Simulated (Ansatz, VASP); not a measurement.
# V: VASP beside Ansatz

The input INCAR:

```
  PREC = Accurate
  ENCUT = 520
  EDIFF = 1E-6
  ISMEAR = -1
  SIGMA = 0.1
  LREAL = F
  LASPH = T
  NELM = 80
  ALGO = Normal
  ISIF = 2
  LWAVE = F
  LCHARG = T
  LELF = T
  LVHAR = T
  NBANDS = 26
```

KPOINTS

```
regular mesh
0
Gamma
  9 9 15
```

File POSCAR:

```
V
1.0
    4.2470661369      0.0000000000      0.0000000000
   -2.1235330685      3.6780671661      0.0000000000
    0.0000000000      0.0000000000      2.2487224316
V
3
Direct
    0.0000000000      1.0000000000      0.0000000000
    0.3333333333      0.6666666667      0.5000000000
    0.6666666667      0.3333333333      0.5000000000
```

Input for Ansatz:

```yaml
crystal:
  lattice:
    - [4.2470661369, 0.0, 0.0]
    - [-2.1235330685, 3.6780671661, 0.0]
    - [0.0, 0.0, 2.2487224316]
  atoms:
    - { symbol: V, position: [0.0, 1.0, 0.0] }
    - { symbol: V, position: [0.3333333333, 0.6666666667, 0.5] }
    - { symbol: V, position: [0.6666666667, 0.3333333333, 0.5] }
hamiltonian:
  xc: lda
  pseudopotentials:
    kind: paw
    azcp:
      V: "pseudopotentials/V.paw.azcp"
basis:
  ecutwfc: 420
  fft_grid_basis: typed
kpoints:
  mp_grid: { grid: [9, 9, 15], shift: [0, 0, 0] }
magnetization:
  spin_polarized: false
scf:
  occupations: { method: fermi_dirac, width: 0.1 }
  lower_state_search: "off"
output:
  stress: true
  write_density: true
  write_potential: true
  elf: true
  volumetric_format: npy
```

Alike in both runs: task single point; functional LDA; k mesh 9 × 9 × 15; occupations fermi-dirac, width 0.1 eV; no spin polarisation.

```csv
,VASP,Ansatz
version,VASP 6.6.1,Ansatz 0.2.0
potentials or method,"VASP PAW LDA potentials, release 64 (V_sv), cutoff 520 eV","plane waves (420 eV) with PAW, scalar-relativistic"
valence electrons in the cell,39,39
```

|  | VASP | Ansatz | Ansatz less VASP |
| --- | --- | --- | --- |
| pressure (GPa) | 20.6 | 19.5 | -1.11 |
| traceless stress, the component that is largest in VASP (GPa) | 1.28 | 0.56 | -0.719 |

Ansatz warns that its potentials were made for another functional, while VASP's fit it. LDA's correlation is that of Perdew and Zunger in VASP and of Perdew and Wang (1992) in Ansatz.
